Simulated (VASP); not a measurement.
# NaLa (P-6m2) in VASP: further runs

Runs on NaLa. Level: PBE. Tasks: single point.

Program: VASP 6.6.1. These are calculated values, not measurements. Logs are shortened: lines on timing, memory, paths and dates and some standing lists are left out, and cuts for length are marked.

### 1 The cell of the first run

It takes space group P-6m2 (No. 187, hexagonal). Conventional cell: a = 3.507 Å, b = 3.507 Å, c = 6.306 Å, α = 90.00°, β = 90.00°, γ = 120.00°. Na (site symmetry -6m2) has 6 Na at 3.51 Å and 6 La at 3.75 Å within 4.6 Å. Within 4.6 Å of La (site symmetry -6m2) lie 6 La at 3.51 Å and 6 Na at 3.75 Å.

### 2 Single point, PBE

INCAR

```
PREC = Accurate ; ENCUT = 520
EDIFF = 1E-6 ; ISMEAR = 1
SIGMA = 0.1 ; LREAL = False
LASPH = True ; NELM = 60
ALGO = Normal ; ISIF = 2
LWAVE = False ; LCHARG = False
GGA = PE ; NBANDS = 16
```

KPOINTS

```
regular mesh
0
Gamma
  9 9 5
```

POSCAR

```
NaLa
1.0
    3.5073984546      0.0000000000      0.0000000000
   -1.7537040902      3.0374921632      0.0000000000
    0.0000000000      0.0000000000      6.3060519797
Na La
1 1
Direct
    0.0000000000      0.0000000000      0.0000000000
    0.3333333333      0.6666666667      0.5000000000
```

Potentials or basis: VASP PAW PBE potentials, release 64 (Na_pv, La).

Started as:

```sh
> cat potpaw_PBE.64/Na_pv/POTCAR potpaw_PBE.64/La/POTCAR > POTCAR
> mpirun -np 1 vasp_std > vasp.out
```

OUTCAR:

```text
PREC = Accurate
   ENCUT = 520
   EDIFF = 1E-6
   ISMEAR = 1
   LREAL = False
   LASPH = True
   NELM = 60
   ISIF = 2
   GGA = PE

 ion  position               nearest neighbor table
   1  0.000  0.000  0.000-
   2  0.333  0.667  0.500-

  LATTYP: Found a hexagonal cell.
 ALAT       =     3.5073984546
 C/A-ratio  =     1.7979285962

  Lattice vectors:

 A1 = (   3.5073984546,   0.0000000000,   0.0000000000)
 A2 = (  -1.7537040902,   3.0374921632,   0.0000000000)
 A3 = (   0.0000000000,   0.0000000000,   6.3060519797)

Analysis of symmetry for initial positions (statically):
=====================================================================
 Subroutine PRICEL returns:
 Original cell was already a primitive cell.

 Routine SETGRP: Setting up the symmetry group for a
 hexagonal supercell.

 Subroutine GETGRP returns: Found 12 space group operations
 (whereof 12 operations were pure point group operations)
 out of a pool of 24 trial point group operations.

The static configuration has the point symmetry D_3h.

Analysis of symmetry for dynamics (positions and initial velocities):
=====================================================================
 Subroutine PRICEL returns:
 Original cell was already a primitive cell.

 Routine SETGRP: Setting up the symmetry group for a
 hexagonal supercell.

 Subroutine GETGRP returns: Found 12 space group operations
 (whereof 12 operations were pure point group operations)
 out of a pool of 24 trial point group operations.

The dynamic configuration has the point symmetry D_3h.

 Subroutine INISYM returns: Found 12 space group operations
 (whereof 12 operations are pure point group operations),
 and found     1 'primitive' translations

----------------------------------------------------------------------------------------

                                     Primitive cell

  volume of cell :      67.1828

  direct lattice vectors                    reciprocal lattice vectors
     3.507398455  0.000000000  0.000000000     0.285111604  0.164609935  0.000000000
    -1.753704090  3.037492163  0.000000000     0.000000000  0.329218956  0.000000000
     0.000000000  0.000000000  6.306051980     0.000000000  0.000000000  0.158577824

  length of vectors
     3.507398455  3.507397422  6.306051980     0.329218859  0.329218956  0.158577824

  position of ions in fractional coordinates (direct lattice)
     0.000000000  0.000000000  0.000000000
     0.333333333  0.666666667  0.500000000

  ion indices of the primitive-cell ions
   primitive index   ion index
                 1           1
                 2           2

----------------------------------------------------------------------------------------

 KPOINTS: regular mesh

Automatic generation of k-mesh.
 Grid dimensions read from file:
 generate k-points for:    9    9    5

 Generating k-lattice:

  Cartesian coordinates                     Fractional coordinates (reciprocal lattice)
     0.031679067  0.018289993  0.000000000     0.111111111 -0.000000000  0.000000000
     0.000000000  0.036579884  0.000000000     0.000000000  0.111111111  0.000000000
     0.000000000  0.000000000  0.031715565     0.000000000  0.000000000  0.200000000

  Length of vectors
     0.036579873  0.036579884  0.031715565

  Shift w.r.t. Gamma in fractional coordinates (k-lattice)
     0.000000000  0.000000000  0.000000000

 Subroutine IBZKPT returns following result:
 ===========================================

 Found     36 irreducible k-points:

 Following reciprocal coordinates:
            Coordinates               Weight
  0.000000  0.000000  0.000000      1.000000
  0.111111 -0.000000  0.000000      6.000000
  0.222222 -0.000000  0.000000      6.000000
  0.333333 -0.000000  0.000000      6.000000
  0.444444 -0.000000  0.000000      6.000000
  0.111111  0.111111  0.000000      6.000000
[... 16 lines left out ...]
  0.333333  0.222222  0.200000     24.000000
  0.333333  0.333333  0.200000      4.000000
 [... further k-points ...]
   k-points           NKPTS =     36   k-points in BZ     NKDIM =     36   number of bands    NBANDS=     16
   number of dos      NEDOS =    301   number of ions     NIONS =      2
   total plane-waves  NPLWV =  37632
   dimension x,y,z NGX =    28 NGY =   28 NGZ =   48
   dimension x,y,z NGXF=    56 NGYF=   56 NGZF=   96
   ions per type =               1   1
   NGX,Y,Z   is equivalent  to a cutoff of  13.27, 13.27, 12.65 a.u.
   NGXF,Y,Z  is equivalent  to a cutoff of  26.54, 26.54, 25.31 a.u.
 SYSTEM =  unknown system
   PREC   = accura    normal or accurate (medium, high low for compatibility)
   ISTART =      0    job   : 0-new  1-cont  2-samecut
   ICHARG =      2    charge: 1-file 2-atom 10-const
   ISPIN  =      1    spin polarized calculation?
   LNONCOLLINEAR =      F non collinear calculations
   LSORBIT =      F    spin-orbit coupling
   LASPH  =      T    aspherical Exc in radial PAW
   ENCUT  =  520.0 eV  38.22 Ry    6.18 a.u.   6.52  6.52 11.73*2*pi/ulx,y,z
   NELM   =     60;   NELMIN=  2; NELMDL= -5     # of ELM steps
   EDIFF  = 0.1E-05   stopping-criterion for ELM
   LREAL  =      F    real-space projection
   EDIFFG = 0.1E-04   stopping-criterion for IOM
   NSW    =      0    number of steps for IOM
   IBRION =     -1    ionic relax: 0-MD 1-quasi-New 2-CG
   NFREE  =      0    steps in history (QN), initial steepest desc. (CG)
   ISIF   =      2    stress and relaxation
   ISYM   =      2    0-nonsym 1-usesym 2-fastsym
   POTIM  = 0.5000    time-step for ionic-motion
   TEBEG  =    0.0;   TEEND  =   0.0 temperature during run
   PSTRESS=    0.0 pullay stress
   NELECT =      18.0000    total number of electrons
   NUPDOWN=      -1.0000    fix difference up-down
   EMIN   =  10.00;   EMAX   =-10.00  energy-range for DOS
   EFERMI =   0.00;   METHOD = LEGACY
   ISMEAR =     1;   SIGMA  =   0.10  broadening in eV -4-tet -1-fermi 0-gaus
   EFERMI_NEDOS =   21; number of points for ismear=-14 and -15
   IALGO  =     38    algorithm
   IMIX   =      4    mixing-type and parameters
     AMIX     =   0.40;   BMIX     =  1.00
     AMIX_MAG =   1.60;   BMIX_MAG =  1.00
  volume/ion in A,a.u.               =      33.59       226.69
  Fermi-wavevector in a.u.,A,eV,Ry     =   1.055390  1.994398 15.154829  1.113848
  Thomas-Fermi vector in A             =   2.190587
   LORBIT       =      0    0 simple, 1 ext, 2 COOP (PROOUT), +10 PAW based schemes
   GGA     = PE    functional components
   LHFCALC =     F    Hartree Fock is set to
   AEXX    =    0.0000 exact exchange contribution
   IVDW    =     0    specifies the selected vdW correction
   LEPSILON=     F    determine dielectric tensor
   LRPA    =     F    only Hartree local field effects (RPA)
 non-spin polarized calculation
 Methfessel and Paxton  Order N= 1 SIGMA  =   0.10
  energy-cutoff  :      520.00
  volume of cell :       67.18
 maximum number of plane-waves:      1841
 NGX is ok and might be reduce to    28
   NGX = 13   NGY = 13   NGZ = 23

 number of electron      18.0000009 magnetization

 Free energy of the ion-electron system (eV)
  ---------------------------------------------------
  ext. energy  EPLUGINS =         0.00000000
  ---------------------------------------------------
  free energy    TOTEN  =        -5.80718186 eV

  energy without entropy =       -5.80548060  energy(sigma->0) =       -5.80661477

 E-fermi :   4.7342     XC(G=0):  -8.4339

 val. band max:        4.7302286026   @ k =   0.3333   0.3333   0.2000
 cond. band min:       4.7460185204   @ k =   0.2222   0.1111   0.2000
 fundamental gap:      0.0157899178
 Fermi energy:         4.7341654884

 k-point     1 :       0.0000    0.0000    0.0000
  band No.  band energies     occupation
      1     -28.2750      2.00000
      2     -19.6577      2.00000
      3     -19.6476      2.00000
      4     -19.6476      2.00000
      5     -12.0744      2.00000
      6     -11.0279      2.00000
[... 8 lines left out ...]
     15       6.5871     -0.00000
     16       6.5871     -0.00000

 k-point     2 :       0.1111   -0.0000    0.0000
  band No.  band energies     occupation
      1     -28.2449      2.00000
      2     -19.6567      2.00000
      3     -19.6539      2.00000
      4     -19.6490      2.00000
      5     -12.0389      2.00000
      6     -11.2631      2.00000
[... 8 lines left out ...]
     15       6.6125     -0.00000
     16       6.7307     -0.00000

 k-point     3 :       0.2222   -0.0000    0.0000
  band No.  band energies     occupation
      1     -28.1675      2.00000
      2     -19.6698      2.00000
      3     -19.6540      2.00000
      4     -19.6528      2.00000
      5     -11.9473      2.00000
      6     -11.8173      2.00000
[... 8 lines left out ...]
     15       6.6861     -0.00000
     16       6.7321     -0.00000

 k-point     4 :       0.3333   -0.0000    0.0000
  band No.  band energies     occupation
      1     -28.0770      2.00000
      2     -19.6879      2.00000
      3     -19.6571      2.00000
      4     -19.6510      2.00000
      5     -12.3918      2.00000
      6     -11.8399      2.00000
[... 8 lines left out ...]
     15       6.7358      0.00000
     16       6.7943      0.00000

 k-point     5 :       0.4444   -0.0000    0.0000
  band No.  band energies     occupation
      1     -28.0164      2.00000
      2     -19.6996      2.00000
      3     -19.6598      2.00000
      4     -19.6490      2.00000
      5     -12.7420      2.00000
      6     -11.7679      2.00000
[... 8 lines left out ...]
     15       6.7736      0.00000
     16       6.8055      0.00000

 k-point     6 :       0.1111    0.1111    0.0000
  band No.  band energies     occupation
      1     -28.1911      2.00000
      2     -19.6645      2.00000
      3     -19.6548      2.00000
      4     -19.6522      2.00000
      5     -11.9753      2.00000
      6     -11.6339      2.00000
[... 8 lines left out ...]
     15       6.6869     -0.00000
     16       6.7678      0.00000
[... 267 lines left out ...]
 k-point    21 :       0.4444    0.1111    0.2000
  band No.  band energies     occupation
      1     -28.0003      2.00000
      2     -19.6992      2.00000
      3     -19.6642      2.00000
      4     -19.6485      2.00000
      5     -12.7282      2.00000
      6     -11.7493      2.00000
[... 8 lines left out ...]
     15       6.7495      0.00000
     16       6.7974      0.00000

 k-point    22 :       0.2222    0.2222    0.2000
  band No.  band energies     occupation
      1     -28.0366      2.00000
      2     -19.6888      2.00000
      3     -19.6659      2.00000
      4     -19.6496      2.00000
      5     -12.4141      2.00000
      6     -11.7929      2.00000
[... 8 lines left out ...]
     15       6.6931     -0.00000
     16       6.8530      0.00000

 k-point    23 :       0.3333    0.2222    0.2000
  band No.  band energies     occupation
      1     -27.9899      2.00000
      2     -19.6929      2.00000
      3     -19.6730      2.00000
      4     -19.6482      2.00000
      5     -12.5416      2.00000
      6     -11.9058      2.00000
[... 8 lines left out ...]
     15       6.7100     -0.00000
     16       6.7971      0.00000

 k-point    24 :       0.3333    0.3333    0.2000
  band No.  band energies     occupation
      1     -27.9737      2.00000
      2     -19.6851      2.00000
      3     -19.6846      2.00000
      4     -19.6477      2.00000
      5     -12.2977      2.00000
      6     -12.2935      2.00000
[... 8 lines left out ...]
     15       6.4718     -0.00000
     16       6.7625      0.00000

 [... further k-points ...]
[... 5 lines left out ...]
  --------------------------------------------------------------------------------------
  -------------------------------------------------------------------------------------
  Total        0.5691435      0.5691420      0.6302237     -0.0000009      0.0000000      0.0000000
  in kB       13.5729581     13.5729223     15.0296030     -0.0000217      0.0000000      0.0000000
  external PRESSURE =      14.0584945 kB  Pullay stress =       0.0000000 kB

 VOLUME and BASIS-vectors are now :
 -----------------------------------------------------------------------------
  energy-cutoff  :      520.00
  volume of cell :       67.18
      direct lattice vectors                 reciprocal lattice vectors
     3.507398455  0.000000000  0.000000000     0.285111604  0.164609935  0.000000000
    -1.753704090  3.037492163  0.000000000     0.000000000  0.329218956  0.000000000
     0.000000000  0.000000000  6.306051980     0.000000000  0.000000000  0.158577824

 POSITION                                       TOTAL-FORCE (eV/Angst)
 -----------------------------------------------------------------------------------
      0.00000      0.00000      0.00000         0.000000     -0.000000      0.000000
     -0.00000      2.02499      3.15303        -0.000000      0.000000      0.000000
 -----------------------------------------------------------------------------------
    total drift:                                0.000011     -0.000009     -0.000000

  FREE ENERGIE OF THE ION-ELECTRON SYSTEM (eV)
  ---------------------------------------------------
  free  energy   TOTEN  =        -5.8071818618 eV

  energy  without entropy=       -5.8054805978  energy(sigma->0) =       -5.80661477
```

Wall time 71 s (1 thread of AMD EPYC 7R13, shared host); peak memory 0.21 GiB.

What came out:

```
Free energy            : -5.8072 eV
Pressure               : 1.4 GPa
Band gap on the k mesh : zero (band 9 reaches 4.89 eV, above the bottom of band 10 at 4.35 eV)
```

Caveat: spin-orbit coupling is left out, which moves the levels of the heavy elements.

### 3 Single point, PBE

This run uses another cell than the first one, of 35.05 Å³/atom, 1.043 times its volume.

INCAR

```
PREC = Accurate
ENCUT = 520
EDIFF = 1E-6
ISMEAR = 1
SIGMA = 0.1
LREAL = False
LASPH = True
NELM = 100
ALGO = Normal
ISIF = 2
LWAVE = False
LCHARG = True
GGA = PE
LELF = True
LVHAR = True
NBANDS = 16
```

KPOINTS is that of step 2.

POSCAR

```
NaLa
1.0
    3.5575109172      0.0000000000      0.0000000000
   -1.7787603910      3.0808907717      0.0000000000
    0.0000000000      0.0000000000      6.3961506093
Na La
1 1
Direct
    0.0000000000      0.0000000000      0.0000000000
    0.3333333333      0.6666666667      0.5000000000
```

Potentials or basis: VASP PAW PBE potentials, release 64 (Na_pv, La).

Started as:

```sh
> cat potpaw_PBE.64/Na_pv/POTCAR potpaw_PBE.64/La/POTCAR > POTCAR
> mpirun -np 1 vasp_std > vasp.out
```

Run time: 94 s. Hardware: 1 thread of AMD EPYC 7R13, shared host; peak memory 0.22 GiB.

It converged, with:

```
Free energy            : -5.8258 eV
Pressure               : 0.6 GPa
Band gap on the k mesh : zero (band 9 reaches 4.64 eV, above the bottom of band 10 at 4.09 eV)
```

Stress tensor (GPa, compression positive):
```
0.58 0.00 0.00
0.00 0.58 0.00
0.00 0.00 0.68
```

Levels at points of the mesh, in eV from the Fermi level:
```csv
k point,band 5,band 6,band 7,band 8,band 9,band 10,band 11,band 12,band 13,band 14
"(0.00, 0.00, 0.00)",-16.85,-15.90,-15.90,-3.31,-1.22,0.84,1.16,1.75,1.77,1.77
```

Caveat: spin-orbit coupling is left out, which moves the levels of the heavy elements.

### 4 Single point, PBE

This run uses another cell than the first one, of 36.51 Å³/atom, 1.087 times its volume.

INCAR

```
SYSTEM = NaLa
PREC = Accurate
ENCUT = 520
EDIFF = 1E-7
ISMEAR = 1
SIGMA = 0.1
LREAL = .False.
LASPH = .True.
NELM = 100
ALGO = Normal
ISIF = 2
LWAVE = .False.
LCHARG = .False.
GGA = PE
NBANDS = 16
```

KPOINTS

```
Automatic mesh
0
Gamma
  9 9 5
  0 0 0
```

POSCAR

```
NaLa
1.0
    3.6062500000      0.0000000000      0.0000000000
   -1.8031300000      3.1231000000      0.0000000000
    0.0000000000      0.0000000000      6.4837800000
Na La
1 1
Direct
    0.0000000000      0.0000000000      0.0000000000
    0.3333333333      0.6666666667      0.5000000000
```

Started as:

```sh
> cat potpaw_PBE.64/Na_pv/POTCAR potpaw_PBE.64/La/POTCAR > POTCAR
> mpirun -np 1 vasp_std > vasp.out
```

Run time: 1.9 min. Hardware: 1 thread of AMD EPYC 7R13, shared host; peak memory 0.22 GiB.

It converged, with:

```
Free energy            : -5.8309 eV
Pressure               : -0.1 GPa
Band gap on the k mesh : zero (band 9 reaches 4.41 eV, above the bottom of band 10 at 3.86 eV)
```

Stress tensor (GPa, compression positive):
```
-0.11  0.00  0.00
 0.00 -0.11  0.00
 0.00  0.00  0.00
```

Levels at points of the mesh, in eV from the Fermi level:
```csv
k point,band 7,band 8,band 9,band 10,band 11,band 12
"(0.00, 0.00, 0.00)",-16.03,-3.26,-1.20,0.77,1.13,1.66
```

Caveat: spin-orbit coupling is left out, which moves the levels of the heavy elements.

### 5 Overview

```csv
cell,gap on the mesh (eV),pressure (GPa)
"a = 3.507, b = 3.507, c = 6.306 Å, angles 90.0, 90.0, 120.0°, 2 atoms",none,1.4
"a = 3.558, b = 3.558, c = 6.396 Å, angles 90.0, 90.0, 120.0°, 2 atoms",none,0.6
"a = 3.606, b = 3.606, c = 6.484 Å, angles 90.0, 90.0, 120.0°, 2 atoms",none,-0.1
```

Alike in all rows: task single point; level PBE; potentials or basis VASP PAW PBE potentials, release 64 (Na_pv, La); no spin polarisation; k mesh 9 × 9 × 5; cutoff (eV) 520; smearing methfessel-paxton 0.1 eV.

Caveats: spin-orbit coupling is left out, which moves the levels of the heavy elements.

Total energies depend on the potentials used, so only differences within one code and one set of settings carry meaning.
